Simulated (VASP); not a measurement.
# LiF (R-3m) in VASP: single point with r2SCAN

Aim: the single point of LiF with r2SCAN.

All numbers are computed with VASP 6.6.1; they aren't measurements. Logs are shortened: lines on timing, memory, paths and dates and some standing lists are left out, and cuts for length are marked.

**1. The cell of the first run**

The structure is trigonal, space group R-3m (No. 166). Conventional cell: a = 2.821 Å, b = 2.821 Å, c = 6.936 Å, α = 90.00°, β = 90.00°, γ = 120.00°. Li (site symmetry -3m) has 6 F at 2.00 Å within 2.6 Å. Within 2.6 Å of F (site symmetry -3m) lie 6 Li at 2.00 Å.

**2. Single point, r2SCAN (strain along [111] +0.4%)**

The input, POSCAR:

```
LiF
1.0
    0.0049206836      1.9997924242      1.9997924242
    1.9997924242      0.0049206836      1.9997924242
    1.9997924242      1.9997924242      0.0049206836
Li F
1 1
Direct
    0.0000000000      0.0000000000      0.0000000000
    0.5000000000      0.5000000000      0.5000000000
```

The input, INCAR.step1:

```
ALGO = Normal
EDIFF = 1E-4
ENCUT = 520
GGA = PE
ISMEAR = 0
LASPH = True
LCHARG = False
LREAL = False
LWAVE = True
NBANDS = 12
NELM = 100
PREC = Accurate
SIGMA = 0.01
```

The input, INCAR.step2:

```
ALGO = Normal
EDIFF = 1E-6
ENCUT = 520
ISIF = 2
ISMEAR = 0
ISTART = 1
LASPH = True
LCHARG = False
LMIXTAU = True
LREAL = False
LWAVE = False
METAGGA = R2SCAN
NBANDS = 12
NELM = 100
PREC = Accurate
SIGMA = 0.01
```

The input, KPOINTS:

```
k-points
0
Gamma
  10 10 10
```

Potentials or basis: VASP PAW PBE potentials, release 64 (Li_sv, F).

Launch:

```
$ cat potpaw_PBE.64/Li_sv/POTCAR potpaw_PBE.64/F/POTCAR > POTCAR
$ cp INCAR.step1 INCAR
$ mpirun -np 1 vasp_std > vasp.out
$ cp INCAR.step2 INCAR
$ mpirun -np 1 vasp_std > vasp.out
```

OUTCAR:

```text
EDIFF = 1E-6
   ENCUT = 520
   ISIF = 2
   ISMEAR = 0
   ISTART = 1
   LASPH = True
   LREAL = False
   METAGGA = R2SCAN
   NELM = 100
   PREC = Accurate

 ion  position               nearest neighbor table
   1  0.000  0.000  0.000-   2 2.00   2 2.00   2 2.00   2 2.00   2 2.00   2 2.00
   2  0.500  0.500  0.500-   1 2.00   1 2.00   1 2.00   1 2.00   1 2.00   1 2.00

  LATTYP: Found a trigonal (rhomboedric) cell.
 ALAT       =     2.8281378490
 COS(alpha) =     0.5024590761

  Lattice vectors:

 A1 = (   0.0049206836,   1.9997924242,   1.9997924242)
 A2 = (   1.9997924242,   0.0049206836,   1.9997924242)
 A3 = (   1.9997924242,   1.9997924242,   0.0049206836)

Analysis of symmetry for initial positions (statically):
=====================================================================
 Subroutine PRICEL returns:
 Original cell was already a primitive cell.

 Routine SETGRP: Setting up the symmetry group for a
 trigonal (rhombohedral) supercell.

 Subroutine GETGRP returns: Found 12 space group operations
 (whereof 12 operations were pure point group operations)
 out of a pool of 12 trial point group operations.

The static configuration has the point symmetry D_3d.

Analysis of symmetry for dynamics (positions and initial velocities):
=====================================================================
 Subroutine PRICEL returns:
 Original cell was already a primitive cell.

 Routine SETGRP: Setting up the symmetry group for a
 trigonal (rhombohedral) supercell.

 Subroutine GETGRP returns: Found 12 space group operations
 (whereof 12 operations were pure point group operations)
 out of a pool of 12 trial point group operations.

The dynamic configuration has the point symmetry D_3d.

 Subroutine INISYM returns: Found 12 space group operations
 (whereof 12 operations are pure point group operations),
 and found     1 'primitive' translations

----------------------------------------------------------------------------------------

                                     Primitive cell

  volume of cell :      15.9360

  direct lattice vectors                    reciprocal lattice vectors
     0.004920684  1.999792424  1.999792424    -0.250950667  0.250334694  0.250334694
     1.999792424  0.004920684  1.999792424     0.250334694 -0.250950667  0.250334694
     1.999792424  1.999792424  0.004920684     0.250334694  0.250334694 -0.250950667

  length of vectors
     2.828137849  2.828137849  2.828137849     0.433948332  0.433948332  0.433948332

  position of ions in fractional coordinates (direct lattice)
     0.000000000  0.000000000  0.000000000
     0.500000000  0.500000000  0.500000000

  ion indices of the primitive-cell ions
   primitive index   ion index
                 1           1
                 2           2

----------------------------------------------------------------------------------------

 KPOINTS: k-points

Automatic generation of k-mesh.
 Grid dimensions read from file:
 generate k-points for:   10   10   10

 Generating k-lattice:

  Cartesian coordinates                     Fractional coordinates (reciprocal lattice)
    -0.025095067  0.025033469  0.025033469     0.100000000  0.000000000  0.000000000
     0.025033469 -0.025095067  0.025033469     0.000000000  0.100000000  0.000000000
     0.025033469  0.025033469 -0.025095067     0.000000000  0.000000000  0.100000000

  Length of vectors
     0.043394833  0.043394833  0.043394833

  Shift w.r.t. Gamma in fractional coordinates (k-lattice)
     0.000000000  0.000000000  0.000000000

 Subroutine IBZKPT returns following result:
 ===========================================

 Found    116 irreducible k-points:

 Following reciprocal coordinates:
            Coordinates               Weight
  0.000000  0.000000  0.000000      1.000000
  0.100000  0.000000  0.000000      6.000000
  0.200000  0.000000  0.000000      6.000000
  0.300000 -0.000000 -0.000000      6.000000
  0.400000  0.000000 -0.000000      6.000000
  0.500000  0.000000  0.000000      3.000000
[... 16 lines left out ...]
  0.300000  0.300000 -0.000000      6.000000
  0.400000  0.300000  0.000000     12.000000
 [... further k-points ...]
   k-points           NKPTS =    116   k-points in BZ     NKDIM =    116   number of bands    NBANDS=     12
   number of dos      NEDOS =    301   number of ions     NIONS =      2
   total plane-waves  NPLWV =  13824
   dimension x,y,z NGX =    24 NGY =   24 NGZ =   24
   dimension x,y,z NGXF=    48 NGYF=   48 NGZF=   48
   ions per type =               1   1
   NGX,Y,Z   is equivalent  to a cutoff of  14.11, 14.11, 14.11 a.u.
   NGXF,Y,Z  is equivalent  to a cutoff of  28.22, 28.22, 28.22 a.u.
 SYSTEM =  unknown system
   PREC   = accura    normal or accurate (medium, high low for compatibility)
   ISTART =      1    job   : 0-new  1-cont  2-samecut
   ICHARG =      0    charge: 1-file 2-atom 10-const
   ISPIN  =      1    spin polarized calculation?
   LNONCOLLINEAR =      F non collinear calculations
   LSORBIT =      F    spin-orbit coupling
   LASPH  =      T    aspherical Exc in radial PAW
   ENCUT  =  520.0 eV  38.22 Ry    6.18 a.u.   5.26  5.26  5.26*2*pi/ulx,y,z
   NELM   =    100;   NELMIN=  2; NELMDL=  0     # of ELM steps
   EDIFF  = 0.1E-05   stopping-criterion for ELM
   LREAL  =      F    real-space projection
   EDIFFG = 0.1E-04   stopping-criterion for IOM
   NSW    =      0    number of steps for IOM
   IBRION =     -1    ionic relax: 0-MD 1-quasi-New 2-CG
   NFREE  =      0    steps in history (QN), initial steepest desc. (CG)
   ISIF   =      2    stress and relaxation
   ISYM   =      2    0-nonsym 1-usesym 2-fastsym
   POTIM  = 0.5000    time-step for ionic-motion
   TEBEG  =    0.0;   TEEND  =   0.0 temperature during run
   PSTRESS=    0.0 pullay stress
   NELECT =      10.0000    total number of electrons
   NUPDOWN=      -1.0000    fix difference up-down
   EMIN   =  10.00;   EMAX   =-10.00  energy-range for DOS
   EFERMI =   0.00;   METHOD = LEGACY
   ISMEAR =     0;   SIGMA  =   0.01  broadening in eV -4-tet -1-fermi 0-gaus
   EFERMI_NEDOS =   21; number of points for ismear=-14 and -15
   IALGO  =     38    algorithm
   IMIX   =      4    mixing-type and parameters
     AMIX     =   0.40;   BMIX     =  1.00
     AMIX_MAG =   1.60;   BMIX_MAG =  1.00
  volume/ion in A,a.u.               =       7.97        53.77
  Fermi-wavevector in a.u.,A,eV,Ry     =   1.401571  2.648586 26.727315  1.964402
  Thomas-Fermi vector in A             =   2.524419
   LORBIT       =      0    0 simple, 1 ext, 2 COOP (PROOUT), +10 PAW based schemes
   METAGGA = R2SCAN    functional components
   LHFCALC =     F    Hartree Fock is set to
   AEXX    =    0.0000 exact exchange contribution
   IVDW    =     0    specifies the selected vdW correction
   LEPSILON=     F    determine dielectric tensor
   LRPA    =     F    only Hartree local field effects (RPA)
 non-spin polarized calculation
 Gauss-broadening in eV      SIGMA  =   0.01
  energy-cutoff  :      520.00
  volume of cell :       15.94
 maximum number of plane-waves:       444
 NGX is ok and might be reduce to    24
   NGX = 11   NGY = 11   NGZ = 11

 number of electron       9.9999996 magnetization

 Free energy of the ion-electron system (eV)
  ---------------------------------------------------
  ext. energy  EPLUGINS =         0.00000000
  ---------------------------------------------------
  free energy    TOTEN  =       -11.90297491 eV

  energy without entropy =      -11.90297491  energy(sigma->0) =      -11.90297491

 E-fermi :  -1.3738     XC(G=0): -10.6772

 val. band max:       -1.4801199169   @ k =   0.0000   0.0000   0.0000
 cond. band min:       9.0303901151   @ k =   0.0000   0.0000   0.0000
 fundamental gap:     10.5105100320
 Fermi energy:        -1.3738023811

 k-point     1 :       0.0000    0.0000    0.0000
  band No.  band energies     occupation
      1     -43.5059      2.00000
      2     -22.6515      2.00000
      3      -1.5009      2.00000
      4      -1.4801      2.00000
      5      -1.4801      2.00000
      6       9.0304      0.00000
      7      24.1612      0.00000
      8      24.2884      0.00000
      9      24.2884      0.00000
     10      24.9206      0.00000
     11      24.9679      0.00000
     12      24.9679      0.00000

 k-point     2 :       0.1000    0.0000    0.0000
  band No.  band energies     occupation
      1     -43.5000      2.00000
      2     -22.6132      2.00000
      3      -1.7699      2.00000
      4      -1.5235      2.00000
      5      -1.5058      2.00000
      6       9.3089      0.00000
      7      21.4231      0.00000
      8      23.1537      0.00000
      9      23.2170      0.00000
     10      25.6056      0.00000
     11      25.6980      0.00000
     12      26.0678      0.00000

 k-point     3 :       0.2000    0.0000    0.0000
  band No.  band energies     occupation
      1     -43.4841      2.00000
      2     -22.5091      2.00000
      3      -2.4671      2.00000
      4      -1.5878      2.00000
      5      -1.5719      2.00000
      6       9.9280      0.00000
      7      18.8685      0.00000
      8      21.6085      0.00000
      9      21.6555      0.00000
     10      26.8498      0.00000
     11      26.9603      0.00000
     12      27.0898      0.00000

 k-point     4 :       0.3000   -0.0000   -0.0000
  band No.  band energies     occupation
      1     -43.4643      2.00000
      2     -22.3751      2.00000
      3      -3.2485      2.00000
      4      -1.6646      2.00000
      5      -1.6508      2.00000
      6      10.4093      0.00000
      7      17.4298      0.00000
      8      20.2796      0.00000
      9      20.3236      0.00000
     10      28.5099      0.00000
     11      28.5898      0.00000
     12      28.6955      0.00000

 k-point     5 :       0.4000    0.0000   -0.0000
  band No.  band energies     occupation
      1     -43.4484      2.00000
      2     -22.2624      2.00000
      3      -3.8350      2.00000
      4      -1.7247      2.00000
      5      -1.7127      2.00000
      6      10.5124      0.00000
      7      17.0024      0.00000
      8      19.4191      0.00000
      9      19.4626      0.00000
     10      30.1670      0.00000
     11      30.4464      0.00000
     12      30.5586      0.00000
[... 228 lines left out ...]
      1     -43.4436      2.00000
      2     -22.1929      2.00000
      3      -3.5256      2.00000
      4      -2.6816      2.00000
      5      -1.7593      2.00000
      6      11.7616      0.00000
      7      15.8576      0.00000
      8      19.7360      0.00000
      9      19.9502      0.00000
     10      29.2058      0.00000
     11      29.3858      0.00000
     12      30.1729      0.00000

 k-point    22 :      -0.2000    0.2000    0.0000
  band No.  band energies     occupation
      1     -43.4582      2.00000
      2     -22.3140      2.00000
      3      -3.1086      2.00000
      4      -2.3869      2.00000
      5      -1.6178      2.00000
      6      11.1420      0.00000
      7      16.6071      0.00000
      8      20.3039      0.00000
      9      20.3520      0.00000
     10      27.2778      0.00000
     11      28.3941      0.00000
     12      30.5424      0.00000

 k-point    23 :       0.3000    0.3000   -0.0000
  band No.  band energies     occupation
      1     -43.4530      2.00000
      2     -22.2318      2.00000
      3      -3.4297      2.00000
      4      -2.1914      2.00000
      5      -2.1713      2.00000
      6      12.2091      0.00000
      7      17.5949      0.00000
      8      19.5045      0.00000
      9      20.8393      0.00000
     10      20.8894      0.00000
     11      34.9396      0.00000
     12      35.3665      0.00000

 k-point    24 :       0.4000    0.3000    0.0000
  band No.  band energies     occupation
      1     -43.4413      2.00000
      2     -22.1202      2.00000
      3      -3.8672      2.00000
      4      -2.3895      2.00000
      5      -2.2952      2.00000
      6      13.0397      0.00000
      7      16.5429      0.00000
      8      19.0002      0.00000
      9      20.5922      0.00000
     10      21.6499      0.00000
     11      34.7451      0.00000
     12      35.3723      0.00000

 [... further k-points ...]

------------------------ aborting loop because EDIFF is reached ----------------------------------------

  FORCE on cell =-STRESS in cart. coord.  units (eV):
  Direction    XX          YY          ZZ          XY          YZ          ZX
  --------------------------------------------------------------------------------------
  -------------------------------------------------------------------------------------
  Total       -0.1073649     -0.1073649     -0.1073649     -0.0198880     -0.0198880     -0.0198880
  in kB      -10.7942861    -10.7942861    -10.7942861     -1.9995078     -1.9995078     -1.9995078
  external PRESSURE =     -10.7942861 kB  Pullay stress =       0.0000000 kB

 VOLUME and BASIS-vectors are now :
 -----------------------------------------------------------------------------
  energy-cutoff  :      520.00
  volume of cell :       15.94
      direct lattice vectors                 reciprocal lattice vectors
     0.004920684  1.999792424  1.999792424    -0.250950667  0.250334694  0.250334694
     1.999792424  0.004920684  1.999792424     0.250334694 -0.250950667  0.250334694
     1.999792424  1.999792424  0.004920684     0.250334694  0.250334694 -0.250950667

 POSITION                                       TOTAL-FORCE (eV/Angst)
 -----------------------------------------------------------------------------------
      0.00000      0.00000      0.00000         0.000000     -0.000000      0.000000
      2.00225      2.00225      2.00225        -0.000000      0.000000     -0.000000
 -----------------------------------------------------------------------------------
    total drift:                               -0.000000     -0.000000      0.000000

  FREE ENERGIE OF THE ION-ELECTRON SYSTEM (eV)
  ---------------------------------------------------
  free  energy   TOTEN  =       -11.9029749069 eV

  energy  without entropy=      -11.9029749069  energy(sigma->0) =      -11.90297491
```

It took 1.8 min on 1 thread of Intel Xeon 8259CL, shared host; peak memory 0.15 GiB.

What came out:

```yaml
Free_energy: -11.9030 eV
Band_gap_on_the_k_mesh: 10.51 eV
```

Caveat: the cell differs from its parent crystal (strain along [111] +0.4%); the cutoff is under 1.25 times the usual one of these potentials, so pressure, stress and relaxed cells hold a basis-set (Pulay) error; the PAW data sets were made with another functional, which shifts forces and pressure a little. A k mesh can miss the band edges.
